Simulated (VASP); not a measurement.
Set up this calculation in VASP 6.6.1, as the native input.

```
Task                   : single point
Functional             : r2SCAN
Potentials or basis    : VASP PAW PBE potentials, release 64 (Ca_sv, O_h)
Cutoff                 : 910 eV
k mesh                 : 6 × 6 × 6
Occupations            : fermi-dirac, width 0.05 eV
Spin                   : no spin polarisation
Dipole correction      : no
Further INCAR settings : ALGO = Normal; EDIFF = 1e-06; NBANDS = 15
```

CaO:

```
CELL_PARAMETERS angstrom
0.00000 2.40356 2.40356
2.40356 0.00000 2.40356
2.40356 2.40356 0.00000
ATOMIC_POSITIONS crystal
Ca 0.00000 0.00000 0.00000
O 0.50000 0.50000 0.50000
```

The input as run:

POSCAR

```
CaO
1.0
    0.0000000000      2.4035556960      2.4035556960
    2.4035556960      0.0000000000      2.4035556960
    2.4035556960      2.4035556960      0.0000000000
Ca O
1 1
Direct
    0.0000000000      0.0000000000      0.0000000000
    0.5000000000      0.5000000000      0.5000000000
```

INCAR.step1

```
  ALGO = Normal
  EDIFF = 1E-5
  ENCUT = 910
  GGA = PE
  GGA_COMPAT = F
  ISMEAR = -1
  LASPH = T
  LCHARG = F
  LREAL = F
  LWAVE = T
  NBANDS = 15
  NELM = 120
  PREC = Accurate
  SIGMA = 0.05
```

INCAR.step2

```
  ALGO = Normal
  EDIFF = 1E-6
  ENCUT = 910
  GGA_COMPAT = F
  ISIF = 2
  ISMEAR = -1
  ISTART = 1
  LASPH = T
  LCHARG = F
  LMIXTAU = T
  LREAL = F
  LWAVE = F
  METAGGA = R2SCAN
  NBANDS = 15
  NELM = 120
  PREC = Accurate
  SIGMA = 0.05
```

KPOINTS

```
k-points
0
Gamma
  6 6 6
```

Potentials or basis: VASP PAW PBE potentials, release 64 (Ca_sv, O_h).

The run is started by

```console
$ cat potpaw_PBE.64/Ca_sv/POTCAR potpaw_PBE.64/O_h/POTCAR > POTCAR
$ cp INCAR.step1 INCAR
$ mpirun -np 1 vasp_std > vasp.out
$ cp INCAR.step2 INCAR
$ mpirun -np 1 vasp_std > vasp.out
```

It gave:

```yaml
Pressure: 0.0 GPa
Band_gap_on_the_k_mesh: 4.19 eV (least direct gap 4.57 eV)
```

Caveat: the cutoff is under 1.25 times the usual one of these potentials, so pressure, stress and relaxed cells hold a basis-set (Pulay) error; the PAW data sets were made with another functional, which shifts forces and pressure a little.

It took 52 s on 1 thread of AMD EPYC 9R45 96-Core Processor (Zen 5), with other jobs on the host, peak memory 0.19 GiB.
